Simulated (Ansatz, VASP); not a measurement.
# W3C: VASP beside Ansatz

File INCAR:

```
PREC = Accurate ; ENCUT = 520
EDIFF = 1E-6 ; ISMEAR = 0
SIGMA = 0.1 ; LREAL = False
LASPH = True ; NELM = 100
ALGO = Normal ; ISIF = 2
LWAVE = False ; LCHARG = False
LDIPOL = True ; IDIPOL = 3
DIPOL = 0.5 0.5 0.335 ; GGA = PS
NBANDS = 31
```

The input KPOINTS:

```
Automatic mesh
0
Gamma
  10 10 1
```

The input POSCAR:

```
W3C
1.0
    2.7317561349      0.0000000000      0.0000000000
   -0.9105853783      2.5755243833      0.0000000000
    0.0000000000      0.0000000000     21.3158546942
W C
3 1
Direct
    0.5000000000      0.5000000000      0.1876537468
    0.0000000000      0.0000000000      0.2888907691
    0.5000000000      0.5000000000      0.3901253228
    0.8333333333      0.8333333333      0.4717547027
```

Input for Ansatz:

```yaml
crystal:
  lattice:
    - [2.7317561349, 0.0, 0.0]
    - [-0.9105853783, 2.5755243833, 0.0]
    - [0.0, 0.0, 21.3158546942]
  atoms:
    - { symbol: W, position: [0.5, 0.5, 0.1876537468] }
    - { symbol: W, position: [0.0, 0.0, 0.2888907691] }
    - { symbol: W, position: [0.5, 0.5, 0.3901253228] }
    - { symbol: C, position: [0.8333333333, 0.8333333333, 0.4717547027] }
basis:
  ecutwfc: 420
kpoints:
  mp_grid: { grid: [10, 10, 1] }
hamiltonian:
  xc: pbesol
scf:
  occupations: { method: gaussian, width: 0.1 }
output:
  forces: true
  eigenvalues: true
efield:
  axis: 3
  dipole_correction: true
  ramp_width: 0.04
```

Alike in both runs: task single point; functional PBEsol; k mesh 10 × 10 × 1; occupations gaussian, width 0.1 eV; no spin polarisation.

|  | VASP | Ansatz |
| --- | --- | --- |
| version | VASP 6.6.1 | Ansatz 0.2.0 |
| potentials or method | VASP PAW PBE potentials, release 64 (W_sv, C), cutoff 520 eV | scalar-relativistic, plane waves, PAW |
| valence electrons in the cell | 46 | 46 |

```tsv
	VASP	Ansatz	Ansatz less VASP
gap on the k mesh at the Fermi level (eV)	none	none	-
rms of the force components (eV/Å)	0.999	1.006	+0.0063
```

VASP's potentials were made for PBE, not for PBEsol. Atom by atom the forces differ by 0.021 eV/Å (rms over components). A gap of «none» marks a metal or a gap that the smearing closes. With one functional, cell and mesh, what is left measures potentials, basis and numerics.

Neither program's run includes spin-orbit coupling.
